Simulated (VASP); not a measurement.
# BN (P6_3/mmc) in VASP: single point with PBE+D3(BJ)

Aim: the single point of BN with PBE+D3(BJ).

Everything below comes from runs of VASP 6.6.1. Logs are shortened: lines on timing, memory, paths and dates and some standing lists are left out, and cuts for length are marked.

## 1. The cell of the first run

It takes space group P6_3/mmc (No. 194, hexagonal). Conventional cell: a = 2.506 Å, b = 2.506 Å, c = 6.614 Å, α = 90.00°, β = 90.00°, γ = 120.00°. B (site symmetry -6m2) has 3 N at 1.45 Å within 1.9 Å. N (site symmetry -6m2) has 3 B at 1.45 Å within 1.9 Å.

## 2. Single point, PBE+D3(BJ)

Contents of INCAR:

```
SYSTEM = BN
PREC = Accurate
ENCUT = 520
EDIFF = 1E-6
ISMEAR = 0
SIGMA = 0.01
LREAL = Auto
LASPH = .TRUE.
NELM = 100
ALGO = Normal
ISIF = 2
LWAVE = .FALSE.
LCHARG = .FALSE.
GGA = PE
IVDW = 12
NBANDS = 166
```

Contents of KPOINTS:

```
regular mesh
0
G
  2 2 2
  0 0 0
```

Contents of POSCAR:

```
BN
1.0
    0.0000000000      8.6825123384      0.0000000000
   -5.0128508358      4.3412561692      6.6141239296
    5.0128508358      4.3412561692      6.6141239296
B N
32 32
Direct
    0.0416666667      0.1250000000      0.1250000000
    0.0416666667      0.8750000000      0.3750000000
    0.2916666667      0.0000000000      0.2500000000
    0.5416666667      0.1250000000      0.1250000000
    0.0416666667      0.6250000000      0.6250000000
    0.2916666667      0.7500000000      0.5000000000
    0.5416666667      0.8750000000      0.3750000000
    0.7916666667      0.0000000000      0.2500000000
    0.0416666667      0.3750000000      0.8750000000
    0.2916666667      0.5000000000      0.7500000000
    0.5416666667      0.6250000000      0.6250000000
    0.7916666667      0.7500000000      0.5000000000
    0.2916666667      0.2500000000      0.0000000000
    0.5416666667      0.3750000000      0.8750000000
    0.7916666667      0.5000000000      0.7500000000
    0.7916666667      0.2500000000      0.0000000000
    0.7083333333      0.2500000000      0.5000000000
    0.7083333333      0.0000000000      0.7500000000
    0.9583333333      0.1250000000      0.6250000000
    0.2083333333      0.2500000000      0.5000000000
    0.7083333333      0.7500000000      0.0000000000
    0.9583333333      0.8750000000      0.8750000000
    0.2083333333      0.0000000000      0.7500000000
    0.4583333333      0.1250000000      0.6250000000
    0.7083333333      0.5000000000      0.2500000000
    0.9583333333      0.6250000000      0.1250000000
    0.2083333333      0.7500000000      0.0000000000
    0.4583333333      0.8750000000      0.8750000000
    0.9583333333      0.3750000000      0.3750000000
    0.2083333333      0.5000000000      0.2500000000
    0.4583333333      0.6250000000      0.1250000000
    0.4583333333      0.3750000000      0.3750000000
    0.7916666667      0.3750000000      0.3750000000
    0.7916666667      0.1250000000      0.6250000000
    0.0416666667      0.2500000000      0.5000000000
    0.2916666667      0.3750000000      0.3750000000
    0.7916666667      0.8750000000      0.8750000000
    0.0416666667      0.0000000000      0.7500000000
    0.2916666667      0.1250000000      0.6250000000
    0.5416666667      0.2500000000      0.5000000000
    0.7916666667      0.6250000000      0.1250000000
    0.0416666667      0.7500000000      0.0000000000
    0.2916666667      0.8750000000      0.8750000000
    0.5416666667      0.0000000000      0.7500000000
    0.0416666667      0.5000000000      0.2500000000
    0.2916666667      0.6250000000      0.1250000000
    0.5416666667      0.7500000000      0.0000000000
    0.5416666667      0.5000000000      0.2500000000
    0.9583333333      0.0000000000      0.2500000000
    0.9583333333      0.7500000000      0.5000000000
    0.2083333333      0.8750000000      0.3750000000
    0.4583333333      0.0000000000      0.2500000000
    0.9583333333      0.5000000000      0.7500000000
    0.2083333333      0.6250000000      0.6250000000
    0.4583333333      0.7500000000      0.5000000000
    0.7083333333      0.8750000000      0.3750000000
    0.9583333333      0.2500000000      0.0000000000
    0.2083333333      0.3750000000      0.8750000000
    0.4583333333      0.5000000000      0.7500000000
    0.7083333333      0.6250000000      0.6250000000
    0.2083333333      0.1250000000      0.1250000000
    0.4583333333      0.2500000000      0.0000000000
    0.7083333333      0.3750000000      0.8750000000
    0.7083333333      0.1250000000      0.1250000000
```

Potentials or basis: VASP PAW PBE potentials, release 64 (B, N).

Launch:

```console
cat potpaw_PBE.64/B/POTCAR potpaw_PBE.64/N/POTCAR > POTCAR
mpirun -np 1 vasp_std > vasp.out
```

OUTCAR:

```text
SYSTEM = BN
   PREC = Accurate
   ENCUT = 520
   EDIFF = 1E-6
   ISMEAR = 0
   LREAL = Auto
   LASPH = .TRUE.
   NELM = 100
   ISIF = 2
   GGA = PE
   IVDW = 12
 IVDW          = 12

 ion  position               nearest neighbor table
   1  0.042  0.125  0.125-  61 1.45  57 1.45  49 1.45
   2  0.042  0.875  0.375-  51 1.45  50 1.45  49 1.45
   3  0.292  0.000  0.250-  52 1.45  51 1.45  61 1.45
   4  0.542  0.125  0.125-  64 1.45  62 1.45  52 1.45
   5  0.042  0.625  0.625-  54 1.45  53 1.45  50 1.45
   6  0.292  0.750  0.500-  55 1.45  54 1.45  51 1.45
[... 56 lines left out ...]
  63  0.708  0.375  0.875-  14 1.45  15 1.45  16 1.45
  64  0.708  0.125  0.125-   4 1.45   8 1.45  16 1.45

  LATTYP: Found a body centered orthorhombic cell.
 ALAT       =     8.6825123384
 B/A-ratio  =     1.1547005384
 C/A-ratio  =     1.5235507125

  Lattice vectors:

 A1 = (   5.0128508358,  -4.3412561692,  -6.6141239296)
 A2 = (  -5.0128508358,   4.3412561692,  -6.6141239296)
 A3 = (   5.0128508358,   4.3412561692,   6.6141239296)

Analysis of symmetry for initial positions (statically):
=====================================================================
 Subroutine PRICEL returns following result:

  LATTYP: Found a hexagonal cell.
 ALAT       =     2.5064254179
 C/A-ratio  =     2.6388672419

  Lattice vectors:

 A1 = (  -2.5064254179,   0.0000000000,   0.0000000000)
 A2 = (   1.2532127090,  -2.1706280846,   0.0000000000)
 A3 = (   0.0000000000,   0.0000000000,   6.6141239296)

  16 primitive cells build up your supercell.

 Routine SETGRP: Setting up the symmetry group for a
 body centered orthorhombic supercell.

 Subroutine GETGRP returns: Found  8 space group operations
 (whereof  4 operations were pure point group operations)
 out of a pool of  8 trial point group operations.

The static configuration has the point symmetry C_2h.
 The point group associated with its full space group is D_2h.

Analysis of symmetry for dynamics (positions and initial velocities):
=====================================================================
 Subroutine PRICEL returns following result:

  LATTYP: Found a hexagonal cell.
 ALAT       =     2.5064254179
 C/A-ratio  =     2.6388672419

  Lattice vectors:

 A1 = (  -2.5064254179,   0.0000000000,   0.0000000000)
 A2 = (   1.2532127090,  -2.1706280846,   0.0000000000)
 A3 = (   0.0000000000,   0.0000000000,   6.6141239296)

  16 primitive cells build up your supercell.

 Routine SETGRP: Setting up the symmetry group for a
 body centered orthorhombic supercell.

 Subroutine GETGRP returns: Found  8 space group operations
 (whereof  4 operations were pure point group operations)
 out of a pool of  8 trial point group operations.

The dynamic configuration has the point symmetry C_2h.
 The point group associated with its full space group is D_2h.

 Subroutine INISYM returns: Found  8 space group operations
 (whereof  4 operations are pure point group operations),
 and found    16 'primitive' translations

----------------------------------------------------------------------------------------

                                     Primitive cell

  volume of cell :      35.9843

  direct lattice vectors                    reciprocal lattice vectors
    -2.506425418  0.000000000  0.000000000    -0.398974569 -0.230348075  0.000000000
     1.253212709 -2.170628085  0.000000000     0.000000000 -0.460696149  0.000000000
     0.000000000  0.000000000  6.614123930     0.000000000  0.000000000  0.151191603

  length of vectors
     2.506425418  2.506425418  6.614123930     0.460696149  0.460696149  0.151191603

  position of ions in fractional coordinates (direct lattice)
     0.666666667  0.333333333  0.250000000
     0.333333333  0.666666667  0.750000000
     0.666666667  0.333333333  0.750000000
     0.333333333  0.666666667  0.250000000

  ion indices of the primitive-cell ions
   primitive index   ion index
                 1           1
                 2          22
                 3          38
                 4          61

----------------------------------------------------------------------------------------

 KPOINTS: regular mesh

Automatic generation of k-mesh.
 Grid dimensions read from file:
 generate k-points for:    2    2    2

 Generating k-lattice:

  Cartesian coordinates                     Fractional coordinates (reciprocal lattice)
     0.000000000  0.057587019 -0.037797901     0.500000000 -0.000000000 -0.000000000
    -0.049871821  0.000000000  0.037797901     0.000000000  0.500000000  0.000000000
     0.049871821  0.000000000  0.037797901     0.000000000  0.000000000  0.500000000

  Length of vectors
     0.068883569  0.062576991  0.062576991

  Shift w.r.t. Gamma in fractional coordinates (k-lattice)
     0.000000000  0.000000000  0.000000000

 Subroutine IBZKPT returns following result:
 ===========================================

 Found      5 irreducible k-points:

 Following reciprocal coordinates:
            Coordinates               Weight
  0.000000  0.000000  0.000000      1.000000
  0.500000  0.000000  0.000000      2.000000
  0.000000  0.500000  0.000000      2.000000
  0.500000  0.500000  0.000000      2.000000
  0.000000  0.500000  0.500000      1.000000
   k-points           NKPTS =      5   k-points in BZ     NKDIM =      5   number of bands    NBANDS=    166
   number of dos      NEDOS =    301   number of ions     NIONS =     64
   total plane-waves  NPLWV = 343000
   dimension x,y,z NGX =    70 NGY =   70 NGZ =   70
   dimension x,y,z NGXF=   140 NGYF=  140 NGZF=  140
   ions per type =              32  32
   NGX,Y,Z   is equivalent  to a cutoff of  13.40, 12.42, 12.42 a.u.
   NGXF,Y,Z  is equivalent  to a cutoff of  26.81, 24.85, 24.85 a.u.
 SYSTEM =  BN
   PREC   = accura    normal or accurate (medium, high low for compatibility)
   ISTART =      0    job   : 0-new  1-cont  2-samecut
   ICHARG =      2    charge: 1-file 2-atom 10-const
   ISPIN  =      1    spin polarized calculation?
   LNONCOLLINEAR =      F non collinear calculations
   LSORBIT =      F    spin-orbit coupling
   LASPH  =      T    aspherical Exc in radial PAW
   ENCUT  =  520.0 eV  38.22 Ry    6.18 a.u.  16.14 17.41 17.41*2*pi/ulx,y,z
   NELM   =    100;   NELMIN=  2; NELMDL= -5     # of ELM steps
   EDIFF  = 0.1E-05   stopping-criterion for ELM
   LREAL  =      T    real-space projection
   EDIFFG = 0.1E-04   stopping-criterion for IOM
   NSW    =      0    number of steps for IOM
   IBRION =     -1    ionic relax: 0-MD 1-quasi-New 2-CG
   NFREE  =      0    steps in history (QN), initial steepest desc. (CG)
   ISIF   =      2    stress and relaxation
   ISYM   =      2    0-nonsym 1-usesym 2-fastsym
   POTIM  = 0.5000    time-step for ionic-motion
   TEBEG  =    0.0;   TEEND  =   0.0 temperature during run
   PSTRESS=    0.0 pullay stress
   NELECT =     256.0000    total number of electrons
   NUPDOWN=      -1.0000    fix difference up-down
   EMIN   =  10.00;   EMAX   =-10.00  energy-range for DOS
   EFERMI =   0.00;   METHOD = LEGACY
   ISMEAR =     0;   SIGMA  =   0.01  broadening in eV -4-tet -1-fermi 0-gaus
   EFERMI_NEDOS =   21; number of points for ismear=-14 and -15
   IALGO  =     38    algorithm
   IMIX   =      4    mixing-type and parameters
     AMIX     =   0.40;   BMIX     =  1.00
     AMIX_MAG =   1.60;   BMIX_MAG =  1.00
  volume/ion in A,a.u.               =       9.00        60.71
  Fermi-wavevector in a.u.,A,eV,Ry     =   1.249522  2.361255 21.242855  1.561306
  Thomas-Fermi vector in A             =   2.383559
   LORBIT       =      0    0 simple, 1 ext, 2 COOP (PROOUT), +10 PAW based schemes
   GGA     = PE    functional components
   LHFCALC =     F    Hartree Fock is set to
   AEXX    =    0.0000 exact exchange contribution
   IVDW    =    12    specifies the selected vdW correction
   LEPSILON=     F    determine dielectric tensor
   LRPA    =     F    only Hartree local field effects (RPA)
 non-spin polarized calculation
 Gauss-broadening in eV      SIGMA  =   0.01
  energy-cutoff  :      520.00
  volume of cell :      575.75
 maximum number of plane-waves:     15566
 NGX is ok and might be reduce to    70
   NGX = 33   NGY = 35   NGZ = 35

 number of electron     255.9999986 magnetization

 Free energy of the ion-electron system (eV)
  ---------------------------------------------------
  ext. energy  EPLUGINS =         0.00000000
  ---------------------------------------------------
  free energy    TOTEN  =      -562.43435929 eV

  energy without entropy =     -562.43435929  energy(sigma->0) =     -562.43435929

 E-fermi :   2.4344     XC(G=0): -10.0900

 val. band max:        2.3156159460   @ k =   0.0000   0.5000   0.0000
 cond. band min:       6.5585604469   @ k =   0.0000   0.5000   0.5000
 fundamental gap:      4.2429445009
 Fermi energy:         2.4343526161

 k-point     1 :       0.0000    0.0000    0.0000
  band No.  band energies     occupation
      1     -15.4928      2.00000
      2     -15.1891      2.00000
      3     -14.4688      2.00000
      4     -14.4688      2.00000
      5     -14.4688      2.00000
      6     -14.4688      2.00000
[... 132 lines left out ...]
    139       7.8530      0.00000
    140       7.8530      0.00000

 k-point     2 :       0.5000    0.0000    0.0000
  band No.  band energies     occupation
      1     -15.1482      2.00000
      2     -15.1482      2.00000
      3     -14.9412      2.00000
      4     -14.9412      2.00000
      5     -14.2828      2.00000
      6     -14.2828      2.00000
[... 561 lines left out ...]
    139       7.9828      0.00000
    140       7.9828      0.00000
 [bands above 140 left out]

------------------------ aborting loop because EDIFF is reached ----------------------------------------

 Edisp (eV)   -9.05939

 E8    (eV) :    -2.6543

  FORCE on cell =-STRESS in cart. coord.  units (eV):
  Direction    XX          YY          ZZ          XY          YZ          ZX
  --------------------------------------------------------------------------------------
  -------------------------------------------------------------------------------------
  Total       0.58633     0.70330    -0.57827     0.00000    -0.00000     0.00000
  in kB       1.63164     1.95713    -1.60920     0.00000    -0.00000     0.00000
  external pressure =        0.66 kB  Pullay stress =        0.00 kB

 VOLUME and BASIS-vectors are now :
 -----------------------------------------------------------------------------
  energy-cutoff  :      520.00
  volume of cell :      575.75
      direct lattice vectors                 reciprocal lattice vectors
     0.000000000  8.682512338  0.000000000     0.000000000  0.115174037 -0.075595802
    -5.012850836  4.341256169  6.614123930    -0.099743642  0.000000000  0.075595802
     5.012850836  4.341256169  6.614123930     0.099743642  0.000000000  0.075595802

 POSITION                                       TOTAL-FORCE (eV/Angst)
 -----------------------------------------------------------------------------------
      0.00000      1.44709      1.65353         0.000000     -0.002458     -0.000000
     -2.50643      5.78834      8.26765        -0.000000     -0.002458      0.000000
      1.25321      3.61771      1.65353         0.000000     -0.002458     -0.000000
      0.00000      5.78834      1.65353         0.000000     -0.002458      0.000000
      0.00000      5.78834      8.26765         0.000000     -0.002458      0.000000
     -1.25321      7.95897      8.26765         0.000000     -0.002458     -0.000000
[... 56 lines left out ...]
      2.50643     11.57668      8.26765         0.000000      0.002338     -0.000000
      0.00000      7.23543      1.65353         0.000000      0.002338      0.000000
 -----------------------------------------------------------------------------------
    total drift:                               -0.000000     -0.000000     -0.000000

  FREE ENERGIE OF THE ION-ELECTRON SYSTEM (eV)
  ---------------------------------------------------
  free  energy   TOTEN  =      -571.4937475482 eV

  energy  without entropy=     -571.4937475482  energy(sigma->0) =     -571.49374755
```

Run time: 29 min. Hardware: 1 thread of Intel Xeon 8259CL, shared host; peak memory 0.84 GiB.

What came out:

| Item | Value |
| --- | --- |
| Free energy | -571.4937 eV |
| Pressure | 0.1 GPa |
| Band gap on the k mesh | 4.24 eV |
| Dispersion energy per atom | -0.142 eV |

Forces in eV/Å, atoms in the order of the input:
```
B    0.000 -0.002  0.000
B    0.000 -0.002  0.000
B    0.000 -0.002  0.000
B    0.000 -0.002  0.000
B    0.000 -0.002  0.000
B    0.000 -0.002  0.000
B    0.000 -0.002  0.000
B    0.000 -0.002  0.000
B    0.000 -0.002  0.000
B    0.000 -0.002  0.000
B    0.000 -0.002  0.000
B    0.000 -0.002  0.000
B    0.000 -0.002  0.000
B    0.000 -0.002  0.000
B    0.000 -0.002  0.000
B    0.000 -0.002  0.000
B    0.000  0.002  0.000
B    0.000  0.002  0.000
B    0.000  0.002  0.000
B    0.000  0.002  0.000
B    0.000  0.002  0.000
B    0.000  0.002  0.000
B    0.000  0.002  0.000
B    0.000  0.002  0.000
B    0.000  0.002  0.000
B    0.000  0.002  0.000
B    0.000  0.002  0.000
B    0.000  0.002  0.000
B    0.000  0.002  0.000
B    0.000  0.002  0.000
B    0.000  0.002  0.000
B    0.000  0.002  0.000
N    0.000 -0.002  0.000
N    0.000 -0.002  0.000
N    0.000 -0.002  0.000
N    0.000 -0.002  0.000
N    0.000 -0.002  0.000
N    0.000 -0.002  0.000
N    0.000 -0.002  0.000
N    0.000 -0.002  0.000
N    0.000 -0.002  0.000
N    0.000 -0.002  0.000
N    0.000 -0.002  0.000
N    0.000 -0.002  0.000
N    0.000 -0.002  0.000
N    0.000 -0.002  0.000
N    0.000 -0.002  0.000
N    0.000 -0.002  0.000
N    0.000  0.002  0.000
N    0.000  0.002  0.000
N    0.000  0.002  0.000
N    0.000  0.002  0.000
N    0.000  0.002  0.000
N    0.000  0.002  0.000
N    0.000  0.002  0.000
N    0.000  0.002  0.000
N    0.000  0.002  0.000
N    0.000  0.002  0.000
N    0.000  0.002  0.000
N    0.000  0.002  0.000
N    0.000  0.002  0.000
N    0.000  0.002  0.000
N    0.000  0.002  0.000
N    0.000  0.002  0.000
```

Stress tensor (GPa, compression positive):
```
 0.16  0.00  0.00
 0.00  0.20  0.00
 0.00  0.00 -0.16
```

Levels at points of the mesh, in eV from the valence-band top:
| k point | band 126 | band 127 | band 128 | band 129 | band 130 | band 131 |
| --- | --- | --- | --- | --- | --- | --- |
| (0.00, 0.00, 0.00) | -0.22 | -0.22 | -0.22 | 4.24 | 4.70 | 4.70 |
| (0.50, 0.00, 0.00) | -0.62 | -0.62 | -0.62 | 4.87 | 4.87 | 4.87 |
| (0.00, 0.50, 0.00) | -0.27 | 0.00 | 0.00 | 4.45 | 4.45 | 4.68 |
| (0.50, 0.50, 0.00) | -0.56 | -0.15 | -0.15 | 4.62 | 4.62 | 4.85 |
| (0.00, 0.50, 0.50) | -0.44 | -0.01 | -0.01 | 4.24 | 4.24 | 4.66 |

Caveat: the k points lie up to 0.43 Å⁻¹ apart.
